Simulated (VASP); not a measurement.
**Ta: relaxation of cell and atoms with PBEsol**

Ta:

```
CELL_PARAMETERS angstrom
-1.59559 1.59559 1.59559
1.59559 -1.59559 1.59559
1.59559 1.59559 -1.59559
ATOMIC_POSITIONS crystal
Ta 0.00000 0.00000 0.00000
```

```json
{"Program": "VASP 6.6.1", "Task": "relaxation of cell and atoms", "Functional": "PBEsol", "Potentials or basis": "VASP PAW PBE potentials, release 64 (Ta_pv)", "Cutoff": "600 eV", "k mesh": "18 × 18 × 18", "Occupations": "gaussian, width 0.1 eV", "Spin": "no spin polarisation", "Target pressure": "20 GPa", "Dipole correction": "no", "Further INCAR settings": "ALGO = Fast; EDIFF = 1e-06; IBRION = 2; EDIFFG = -0.008; NSW = 70; ISIF = 3"}
```

* Relaxed volume: 16.30 Å³/atom
* Relaxed cell: a = 2.766 Å, b = 2.766 Å, c = 2.766 Å, α = 109.47°, β = 109.47°, γ = 109.47°
* Space group after relaxing (to 0.1 Å): Im-3m (No. 229)
* Energy change on relaxing (the run minimises the enthalpy): -6.0 meV/atom
* Ionic steps: 3
* Pressure after relaxing: 20.0 GPa
* Band gap on the k mesh: zero (an odd number of electrons rules out a gap without spin polarisation)

The path:
```csv
step,energy change (eV),largest force (eV/Å),pressure (GPa),volume (Å³)
1,0.0000,0.0000,20.84,16.25
2,-0.0240,0.0000,17.24,16.45
3,-0.0060,0.0000,19.97,16.30
```

Final structure:
```
Ta
1.0
    -1.59714    1.59714    1.59714
     1.59714   -1.59714    1.59714
     1.59714    1.59714   -1.59714
Ta
1
Direct
  0.00000 0.00000 0.00000
```

Levels at points of the mesh, in eV from the Fermi level:
```tsv
k point	band 1	band 2	band 3	band 4	band 5	band 6	band 7	band 8	band 9
(0.00, 0.00, 0.00)	-32.60	-32.60	-32.60	-8.28	0.72	0.72	0.72	4.36	4.36
(0.50, 0.00, 0.00)	-34.23	-33.12	-32.62	-4.84	-1.86	2.16	4.32	5.47	8.86
(0.50, 0.50, 0.50)	-33.72	-33.72	-33.72	-4.43	-4.43	7.72	7.72	7.72	9.66
```

Run time: 100 s on 1 thread of AMD EPYC 7R13, with other jobs on the host, peak memory 0.14 GiB.

Caveat: the cell is relaxed towards a set pressure, so the run minimises the enthalpy, not the energy; the PAW data sets were made with another functional, which shifts forces and pressure a little; spin-orbit coupling is left out, which moves the levels of the heavy elements.
